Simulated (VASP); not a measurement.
# AlN (Pna2_1) in VASP: notebook, part 2 of 3

VASP 6.6.1. Earlier steps stand in the parts before.

**3. Single point, r2SCAN (atoms displaced along a vibrational mode)**

POSCAR reads:

```
AlN
1.0
   -3.1066653462      0.0000000000      0.0000000000
    0.0000000000      0.0000000000     -4.9784048411
    0.0000000000     -5.3809022217      0.0000000000
Al N
4 4
Direct
    0.5724249235      0.9983070980      0.1666666667
   -0.0724249235      0.9983070980      0.6666666667
    0.0724249235      0.4983070980      0.3333333333
    0.4275750765      0.4983070980      0.8333333333
    0.5651666538      0.6166929020      0.1666666667
   -0.0651666538      0.6166929020      0.6666666667
    0.0651666538      0.1166929020      0.3333333333
    0.4348333462      0.1166929020      0.8333333333
```

INCAR.step1 reads:

```
ALGO     = Normal         # electronic algorithm
EDIFF    = 1E-4           # SCF threshold, eV
ENCUT    = 520            # plane-wave cutoff, eV
GGA      = PE             # functional
ISMEAR   = 0              # smearing method
LASPH    = T              # aspherical terms in the spheres
LCHARG   = F              # write CHGCAR
LREAL    = F              # projectors in reciprocal space
LWAVE    = T              # write WAVECAR
NBANDS   = 26             # bands
NELM     = 80             # most SCF steps
PREC     = Accurate       # precision mode
SIGMA    = 0.05           # smearing width, eV
```

INCAR.step2 reads:

```
ALGO     = Normal         # electronic algorithm
EDIFF    = 1E-6           # SCF threshold, eV
ENCUT    = 520            # plane-wave cutoff, eV
ISIF     = 2              # what is computed and relaxed
ISMEAR   = 0              # smearing method
ISTART   = 1            
LASPH    = T              # aspherical terms in the spheres
LCHARG   = F              # write CHGCAR
LMIXTAU  = T            
LREAL    = F              # projectors in reciprocal space
LWAVE    = F              # write WAVECAR
METAGGA  = R2SCAN         # meta-GGA
NBANDS   = 26             # bands
NELM     = 80             # most SCF steps
PREC     = Accurate       # precision mode
SIGMA    = 0.05           # smearing width, eV
```

KPOINTS reads:

```
k-points
0
Gamma
  8 6 4
```

Potentials or basis: VASP PAW PBE potentials, release 64 (Al, N).

On the command line:

```sh
$ cat potpaw_PBE.64/Al/POTCAR potpaw_PBE.64/N/POTCAR > POTCAR
$ cp INCAR.step1 INCAR
$ mpirun -np 1 vasp_std > vasp.out
$ cp INCAR.step2 INCAR
$ mpirun -np 1 vasp_std > vasp.out
```

OUTCAR:

```text
EDIFF = 1E-6
   ENCUT = 520
   ISIF = 2
   ISMEAR = 0
   ISTART = 1
   LASPH = T
   LREAL = F
   METAGGA = R2SCAN
   NELM = 80
   PREC = Accurate

 ion  position               nearest neighbor table
   1  0.572  0.998  0.167-   7 1.87   5 1.90   7 1.91   8 1.94   2 2.91   2 2.91   3 3.07   3 3.07
                             3 3.07   3 3.07   4 3.10   4 3.10   2 3.35   2 3.35
   2  0.928  0.998  0.667-   8 1.87   6 1.90   8 1.91   7 1.94   1 2.91   1 2.91   4 3.07   4 3.07
                             4 3.07   4 3.07   3 3.10   3 3.10   1 3.35   1 3.35
   3  0.072  0.498  0.333-   5 1.87   7 1.90   5 1.91   6 1.94   4 2.91   4 2.91   1 3.07   1 3.07
                             1 3.07   1 3.07   2 3.10   2 3.10   4 3.35   4 3.35
   4  0.428  0.498  0.833-   6 1.87   8 1.90   6 1.91   5 1.94   3 2.91   3 2.91   2 3.07   2 3.07
                             2 3.07   2 3.07   1 3.10   1 3.10   3 3.35   3 3.35
   5  0.565  0.617  0.167-   3 1.87   1 1.90   3 1.91   4 1.94
   6  0.935  0.617  0.667-   4 1.87   2 1.90   4 1.91   3 1.94
   7  0.065  0.117  0.333-   1 1.87   3 1.90   1 1.91   2 1.94
   8  0.435  0.117  0.833-   2 1.87   4 1.90   2 1.91   1 1.94

  LATTYP: Found a simple orthorhombic cell.
 ALAT       =     3.1066653462
 B/A-ratio  =     1.6024915098
 C/A-ratio  =     1.7320508076

  Lattice vectors:

 A1 = (  -3.1066653462,   0.0000000000,   0.0000000000)
 A2 = (   0.0000000000,   0.0000000000,  -4.9784048411)
 A3 = (   0.0000000000,  -5.3809022217,   0.0000000000)

Analysis of symmetry for initial positions (statically):
=====================================================================
 Subroutine PRICEL returns:
 Original cell was already a primitive cell.

 Routine SETGRP: Setting up the symmetry group for a
 simple orthorhombic supercell.

 Subroutine GETGRP returns: Found  4 space group operations
 (whereof  1 operations were pure point group operations)
 out of a pool of  8 trial point group operations.

The static configuration has the point symmetry C_1 .
 The point group associated with its full space group is C_2v.

Analysis of symmetry for dynamics (positions and initial velocities):
=====================================================================
 Subroutine PRICEL returns:
 Original cell was already a primitive cell.

 Routine SETGRP: Setting up the symmetry group for a
 simple orthorhombic supercell.

 Subroutine GETGRP returns: Found  4 space group operations
 (whereof  1 operations were pure point group operations)
 out of a pool of  8 trial point group operations.

The dynamic configuration has the point symmetry C_1 .
 The point group associated with its full space group is C_2v.

 Subroutine INISYM returns: Found  4 space group operations
 (whereof  1 operations are pure point group operations),
 and found     1 'primitive' translations

----------------------------------------------------------------------------------------

                                     Primitive cell

  volume of cell :      83.2223

  direct lattice vectors                    reciprocal lattice vectors
    -3.106665346  0.000000000  0.000000000    -0.321888549  0.000000000  0.000000000
     0.000000000  0.000000000 -4.978404841     0.000000000  0.000000000 -0.200867553
[... 51 lines left out ...]

 Following reciprocal coordinates:
            Coordinates               Weight
  0.000000  0.000000  0.000000      1.000000
  0.125000  0.000000  0.000000      2.000000
  0.250000  0.000000  0.000000      2.000000
  0.375000  0.000000  0.000000      2.000000
  0.500000  0.000000  0.000000      1.000000
  0.000000  0.166667  0.000000      2.000000
[... 16 lines left out ...]
  0.250000  0.000000  0.250000      4.000000
  0.375000  0.000000  0.250000      4.000000
 [... further k-points ...]
   k-points           NKPTS =     60   k-points in BZ     NKDIM =     60   number of bands    NBANDS=     26
   number of dos      NEDOS =    301   number of ions     NIONS =      8
   total plane-waves  NPLWV =  38400
   dimension x,y,z NGX =    24 NGY =   40 NGZ =   40
   dimension x,y,z NGXF=    48 NGYF=   80 NGZF=   80
   ions per type =               4   4
   NGX,Y,Z   is equivalent  to a cutoff of  12.84, 13.36, 12.36 a.u.
   NGXF,Y,Z  is equivalent  to a cutoff of  25.69, 26.71, 24.72 a.u.
 SYSTEM =  unknown system
   PREC   = accura    normal or accurate (medium, high low for compatibility)
   ISTART =      1    job   : 0-new  1-cont  2-samecut
   ICHARG =      0    charge: 1-file 2-atom 10-const
   ISPIN  =      1    spin polarized calculation?
   LNONCOLLINEAR =      F non collinear calculations
   LSORBIT =      F    spin-orbit coupling
   LASPH  =      T    aspherical Exc in radial PAW
   ENCUT  =  520.0 eV  38.22 Ry    6.18 a.u.   5.78  9.26 10.00*2*pi/ulx,y,z
   NELM   =     80;   NELMIN=  2; NELMDL=  0     # of ELM steps
   EDIFF  = 0.1E-05   stopping-criterion for ELM
   LREAL  =      F    real-space projection
[... 7 lines left out ...]
   TEBEG  =    0.0;   TEEND  =   0.0 temperature during run
   PSTRESS=    0.0 pullay stress
   NELECT =      32.0000    total number of electrons
   NUPDOWN=      -1.0000    fix difference up-down
   EMIN   =  10.00;   EMAX   =-10.00  energy-range for DOS
   EFERMI =   0.00;   METHOD = LEGACY
   ISMEAR =     0;   SIGMA  =   0.05  broadening in eV -4-tet -1-fermi 0-gaus
   EFERMI_NEDOS =   21; number of points for ismear=-14 and -15
   IALGO  =     38    algorithm
   IMIX   =      4    mixing-type and parameters
     AMIX     =   0.40;   BMIX     =  1.00
     AMIX_MAG =   1.60;   BMIX_MAG =  1.00
  volume/ion in A,a.u.               =      10.40        70.20
  Fermi-wavevector in a.u.,A,eV,Ry     =   1.190451  2.249626 19.281821  1.417174
  Thomas-Fermi vector in A             =   2.326535
   LORBIT       =      0    0 simple, 1 ext, 2 COOP (PROOUT), +10 PAW based schemes
   METAGGA = R2SCAN    functional components
   LHFCALC =     F    Hartree Fock is set to
   AEXX    =    0.0000 exact exchange contribution
   IVDW    =     0    specifies the selected vdW correction
   LEPSILON=     F    determine dielectric tensor
   LRPA    =     F    only Hartree local field effects (RPA)
 non-spin polarized calculation
 Gauss-broadening in eV      SIGMA  =   0.05
  energy-cutoff  :      520.00
  volume of cell :       83.22
 maximum number of plane-waves:      2264
 NGX is ok and might be reduce to    24
   NGX = 11   NGY = 19   NGZ = 21

 number of electron      31.9999999 magnetization

 Free energy of the ion-electron system (eV)
  ---------------------------------------------------
  ext. energy  EPLUGINS =         0.00000000
  ---------------------------------------------------
  free energy    TOTEN  =       -76.11695464 eV

  energy without entropy =      -76.11695464  energy(sigma->0) =      -76.11695464

 E-fermi :   6.2981     XC(G=0): -11.4413

 val. band max:        6.0082556849   @ k =   0.0000   0.0000   0.0000
 cond. band min:      10.6196280475   @ k =   0.0000   0.0000   0.0000
 fundamental gap:      4.6113723625
 Fermi energy:         6.2981485703

 k-point     1 :       0.0000    0.0000    0.0000
  band No.  band energies     occupation
      1     -10.0101      2.00000
      2      -8.0392      2.00000
      3      -7.8895      2.00000
      4      -7.3052      2.00000
      5      -0.1143      2.00000
      6       0.4336      2.00000
[... 685 lines left out ...]
     25      17.2983      0.00000
     26      17.8575      0.00000

 [... further k-points ...]

------------------------ aborting loop because EDIFF is reached ----------------------------------------

  FORCE on cell =-STRESS in cart. coord.  units (eV):
  Direction    XX          YY          ZZ          XY          YZ          ZX
  --------------------------------------------------------------------------------------
  -------------------------------------------------------------------------------------
  Total       -2.6727877      0.6967092     -1.1257858      0.0000000      0.0000000      0.0000000
  in kB      -51.4559108     13.4128890    -21.6733754      0.0000000      0.0000000      0.0000000
  external PRESSURE =     -19.9054657 kB  Pullay stress =       0.0000000 kB

 VOLUME and BASIS-vectors are now :
 -----------------------------------------------------------------------------
  energy-cutoff  :      520.00
  volume of cell :       83.22
      direct lattice vectors                 reciprocal lattice vectors
    -3.106665346  0.000000000  0.000000000    -0.321888549  0.000000000  0.000000000
     0.000000000  0.000000000 -4.978404841     0.000000000  0.000000000 -0.200867553
     0.000000000 -5.380902222  0.000000000     0.000000000 -0.185842440  0.000000000

 POSITION                                       TOTAL-FORCE (eV/Angst)
 -----------------------------------------------------------------------------------
     -1.77833     -0.89682     -4.96998         1.211533      0.353023     -0.061434
     -2.88167     -3.58727     -4.96998        -1.211533      0.353023     -0.061434
     -0.22500     -1.79363     -2.48077         1.211533     -0.353023     -0.061434
     -1.32833     -4.48409     -2.48077        -1.211533     -0.353023     -0.061434
     -1.75578     -0.89682     -3.07015         0.607945      0.400556      0.061434
     -2.90421     -3.58727     -3.07015        -0.607945      0.400556      0.061434
     -0.20245     -1.79363     -0.58094         0.607945     -0.400556      0.061434
     -1.35088     -4.48409     -0.58094        -0.607945     -0.400556      0.061434
 -----------------------------------------------------------------------------------
    total drift:                               -0.000000      0.000001     -0.003479

  FREE ENERGIE OF THE ION-ELECTRON SYSTEM (eV)
  ---------------------------------------------------
  free  energy   TOTEN  =       -76.1169546442 eV

  energy  without entropy=      -76.1169546442  energy(sigma->0) =      -76.11695464
```

Run time: 9 min. Hardware: 1 thread of Intel Xeon 8259CL, shared host; peak memory 0.25 GiB.

Results:

- Free energy: -76.1170 eV
- Pressure: -2.0 GPa
- Largest force: 1.263 eV/Å
- Band gap on the k mesh: 4.61 eV

Forces in eV/Å, atoms in the order of the input:
```
Al   1.212  0.353 -0.061
Al  -1.212  0.353 -0.061
Al   1.212 -0.353 -0.061
Al  -1.212 -0.353 -0.061
N    0.608  0.401  0.061
N   -0.608  0.401  0.061
N    0.608 -0.401  0.061
N   -0.608 -0.401  0.061
```

Stress tensor (GPa, compression positive):
```
-5.15  0.00  0.00
 0.00  1.34  0.00
 0.00  0.00 -2.17
```

Levels at points of the mesh, in eV from the valence-band top:
| k point | band 12 | band 13 | band 14 | band 15 | band 16 | band 17 | band 18 | band 19 | band 20 | band 21 |
| --- | --- | --- | --- | --- | --- | --- | --- | --- | --- | --- |
| (0.00, 0.00, 0.00) | -0.97 | -0.43 | -0.32 | -0.02 | 0.00 | 4.61 | 6.28 | 6.64 | 6.99 | 8.92 |
| (0.50, 0.00, 0.00) | -2.82 | -1.51 | -1.51 | -1.46 | -1.46 | 6.23 | 6.23 | 8.07 | 8.07 | 9.46 |
| (0.00, 0.50, 0.00) | -1.44 | -0.72 | -0.72 | -0.31 | -0.31 | 5.86 | 5.86 | 6.88 | 6.88 | 9.96 |
| (0.50, 0.50, 0.00) | -2.60 | -1.27 | -1.27 | -0.56 | -0.56 | 6.50 | 6.50 | 7.74 | 7.74 | 8.94 |
| (0.00, 0.00, 0.50) | -1.59 | -0.61 | -0.61 | -0.29 | -0.29 | 6.56 | 6.56 | 7.78 | 7.78 | 8.79 |
| (0.50, 0.00, 0.50) | -2.10 | -1.83 | -1.83 | -0.72 | -0.72 | 6.37 | 6.37 | 6.39 | 6.39 | 8.77 |
| (0.00, 0.50, 0.50) | -1.72 | -1.00 | -1.00 | -1.00 | -1.00 | 7.00 | 7.00 | 7.00 | 7.00 | 9.98 |
| (0.50, 0.50, 0.50) | -1.54 | -1.37 | -1.37 | -1.26 | -1.26 | 5.81 | 5.81 | 5.99 | 5.99 | 9.41 |

Caveat: the cell differs from its parent crystal (atoms displaced along a vibrational mode); the stress differs along the axes, from -5 to 1 GPa; the PAW data sets were made with another functional, which shifts forces and pressure a little.

**4. Single point, r2SCAN (atoms displaced along a vibrational mode)**

POSCAR reads:

```
AlN
1.0
   -3.1066653462      0.0000000000      0.0000000000
    0.0000000000      0.0000000000     -4.9784048411
    0.0000000000     -5.3809022217      0.0000000000
Al N
4 4
Direct
    0.4517167177      0.9983070980      0.1666666667
    0.0482832823      0.9983070980      0.6666666667
   -0.0482832823      0.4983070980      0.3333333333
    0.5482832823      0.4983070980      0.8333333333
    0.4565555641      0.6166929020      0.1666666667
    0.0434444359      0.6166929020      0.6666666667
   -0.0434444359      0.1166929020      0.3333333333
    0.5434444359      0.1166929020      0.8333333333
```

INCAR.step1 reads:

```
SYSTEM = AlN
  PREC = Accurate
  ENCUT = 520
  ISMEAR = 0
  SIGMA = 0.05
  LREAL = .False.
  LASPH = .True.
  NELM = 80
  NBANDS = 26
  GGA = PE
  ALGO = Normal
  EDIFF = 1E-4
  LWAVE = .True.
  LCHARG = .False.
```

INCAR.step2 reads:

```
SYSTEM = AlN
  PREC = Accurate
  ENCUT = 520
  EDIFF = 1E-6
  ISMEAR = 0
  SIGMA = 0.05
  LREAL = .False.
  LASPH = .True.
  NELM = 80
  ALGO = Normal
  ISIF = 2
  LWAVE = .False.
  LCHARG = .False.
  METAGGA = R2SCAN
  LMIXTAU = .True.
  NBANDS = 26
  ISTART = 1
```

KPOINTS reads:

```
regular mesh
0
Gamma
  8 6 4
  0 0 0
```

Potentials or basis: VASP PAW PBE potentials, release 64 (Al, N).

On the command line:

```sh
$ cat potpaw_PBE.64/Al/POTCAR potpaw_PBE.64/N/POTCAR > POTCAR
$ cp INCAR.step1 INCAR
$ mpirun -np 1 vasp_std > vasp.out
$ cp INCAR.step2 INCAR
$ mpirun -np 1 vasp_std > vasp.out
```

OUTCAR:

```text
SYSTEM = AlN
   PREC = Accurate
   ENCUT = 520
   EDIFF = 1E-6
   ISMEAR = 0
   LREAL = .False.
   LASPH = .True.
   NELM = 80
   ISIF = 2
   METAGGA = R2SCAN
   ISTART = 1

 ion  position               nearest neighbor table
   1  0.452  0.998  0.167-   7 1.88   5 1.90   7 1.90   8 1.91   2 2.97   2 2.97   3 3.07   3 3.07
                             3 3.07   3 3.07   4 3.08   4 3.08   2 3.27   2 3.27
   2  0.048  0.998  0.667-   8 1.88   6 1.90   8 1.90   7 1.91   1 2.97   1 2.97   4 3.07   4 3.07
                             4 3.07   4 3.07   3 3.08   3 3.08   1 3.27   1 3.27
   3  0.952  0.498  0.333-   5 1.88   7 1.90   5 1.90   6 1.91   4 2.97   4 2.97   1 3.07   1 3.07
                             1 3.07   1 3.07   2 3.08   2 3.08   4 3.27   4 3.27
   4  0.548  0.498  0.833-   6 1.88   8 1.90   6 1.90   5 1.91   3 2.97   3 2.97   2 3.07   2 3.07
[... 920 lines left out ...]

 VOLUME and BASIS-vectors are now :
 -----------------------------------------------------------------------------
  energy-cutoff  :      520.00
  volume of cell :       83.22
      direct lattice vectors                 reciprocal lattice vectors
    -3.106665346  0.000000000  0.000000000    -0.321888549  0.000000000  0.000000000
     0.000000000  0.000000000 -4.978404841     0.000000000  0.000000000 -0.200867553
     0.000000000 -5.380902222  0.000000000     0.000000000 -0.185842440  0.000000000

 POSITION                                       TOTAL-FORCE (eV/Angst)
 -----------------------------------------------------------------------------------
     -1.40333     -0.89682     -4.96998        -0.822301      0.173483     -0.032474
     -0.15000     -3.58727     -4.96998         0.822301      0.173483     -0.032474
     -2.95667     -1.79363     -2.48077        -0.822301     -0.173483     -0.032474
     -1.70333     -4.48409     -2.48077         0.822301     -0.173483     -0.032474
     -1.41837     -0.89682     -3.07015        -0.397937      0.195030      0.032474
     -0.13497     -3.58727     -3.07015         0.397937      0.195030      0.032474
     -2.97170     -1.79363     -0.58094        -0.397937     -0.195030      0.032474
     -1.68830     -4.48409     -0.58094         0.397937     -0.195030      0.032474
 -----------------------------------------------------------------------------------
    total drift:                               -0.000000      0.000001     -0.002228

  FREE ENERGIE OF THE ION-ELECTRON SYSTEM (eV)
  ---------------------------------------------------
  free  energy   TOTEN  =       -76.5585302335 eV

  energy  without entropy=      -76.5585302335  energy(sigma->0) =      -76.55853023
```

OUTCAR.step1:

```text
SYSTEM = AlN
   PREC = Accurate
   ENCUT = 520
   ISMEAR = 0
   LREAL = .False.
   LASPH = .True.
   NELM = 80
[... 948 lines left out ...]
     -0.13497     -3.58727     -3.07015         0.330053      0.197734      0.042102
     -2.97170     -1.79363     -0.58094        -0.330053     -0.197734      0.042102
     -1.68830     -4.48409     -0.58094         0.330053     -0.197734      0.042102
 -----------------------------------------------------------------------------------
    total drift:                               -0.000000      0.000001     -0.001414

  FREE ENERGIE OF THE ION-ELECTRON SYSTEM (eV)
  ---------------------------------------------------
  free  energy   TOTEN  =       -59.2203364462 eV

  energy  without entropy=      -59.2203364462  energy(sigma->0) =      -59.22033645
```

OSZICAR.step1:

```text
N       E                     dE             d eps       ncg     rms          rms(c)
DAV:   1     0.112125946592E+03    0.11213E+03   -0.14749E+04  3120   0.111E+03
DAV:   2    -0.589271294237E+02   -0.17105E+03   -0.16110E+03  4280   0.230E+02
DAV:   3    -0.685800901196E+02   -0.96530E+01   -0.95952E+01  4152   0.550E+01
DAV:   4    -0.686670462066E+02   -0.86956E-01   -0.86897E-01  3720   0.601E+00
DAV:   5    -0.686682336951E+02   -0.11875E-02   -0.11872E-02  4090   0.705E-01    0.172E+01
DAV:   6    -0.591895231331E+02    0.94787E+01   -0.29534E+01  3908   0.291E+01    0.599E+00
DAV:   7    -0.592466657703E+02   -0.57143E-01   -0.15907E+00  3714   0.645E+00    0.413E+00
DAV:   8    -0.592308010260E+02    0.15865E-01   -0.16874E-01  3632   0.281E+00    0.705E-01
DAV:   9    -0.592193093973E+02    0.11492E-01   -0.44967E-02  4118   0.110E+00    0.344E-01
DAV:  10    -0.592205288574E+02   -0.12195E-02   -0.53983E-03  3602   0.377E-01    0.209E-01
DAV:  11    -0.592203319006E+02    0.19696E-03   -0.56929E-04  3526   0.135E-01    0.474E-02
DAV:  12    -0.592203364462E+02   -0.45456E-05   -0.17384E-05  1832   0.290E-02
   1 F= -.59220336E+02 E0= -.59220336E+02  d E =-.992720E-14
```

Wall time 9 min (1 thread of Intel Xeon 8259CL, shared host); peak memory 0.25 GiB.

Results:

```yaml
Free_energy: -76.5585 eV
Pressure: -1.2 GPa
Largest_force: 0.841 eV/Å
Band_gap_on_the_k_mesh: 4.79 eV
```

Forces on the atoms (eV/Å):
```
Al  -0.822  0.173 -0.032
Al   0.822  0.173 -0.032
Al  -0.822 -0.173 -0.032
Al   0.822 -0.173 -0.032
N   -0.398  0.195  0.032
N    0.398  0.195  0.032
N   -0.398 -0.195  0.032
N    0.398 -0.195  0.032
```

Stress tensor (GPa, compression positive):
```
-2.47  0.00  0.00
 0.00  0.22  0.00
 0.00  0.00 -1.22
```

Levels at points of the mesh, in eV from the valence-band top:
| k point | band 14 | band 15 | band 16 | band 17 | band 18 | band 19 |
| --- | --- | --- | --- | --- | --- | --- |
| (0.00, 0.00, 0.00) | -0.25 | -0.11 | 0.00 | 4.79 | 6.39 | 6.61 |
| (0.50, 0.00, 0.00) | -1.66 | -1.45 | -1.45 | 6.33 | 6.33 | 8.38 |
| (0.00, 0.50, 0.00) | -0.62 | -0.43 | -0.43 | 5.95 | 5.95 | 7.10 |
| (0.50, 0.50, 0.00) | -1.17 | -0.70 | -0.70 | 6.83 | 6.83 | 7.73 |
| (0.00, 0.00, 0.50) | -0.54 | -0.31 | -0.31 | 6.78 | 6.78 | 8.13 |
| (0.50, 0.00, 0.50) | -1.78 | -0.70 | -0.70 | 6.44 | 6.44 | 6.49 |
| (0.00, 0.50, 0.50) | -1.01 | -1.01 | -1.01 | 7.16 | 7.16 | 7.16 |
| (0.50, 0.50, 0.50) | -1.38 | -1.29 | -1.29 | 5.90 | 5.90 | 6.03 |

Caveat: the cell differs from its parent crystal (atoms displaced along a vibrational mode); the PAW data sets were made with another functional, which shifts forces and pressure a little. A k mesh can miss the band edges.

[end of part 2 of 3]
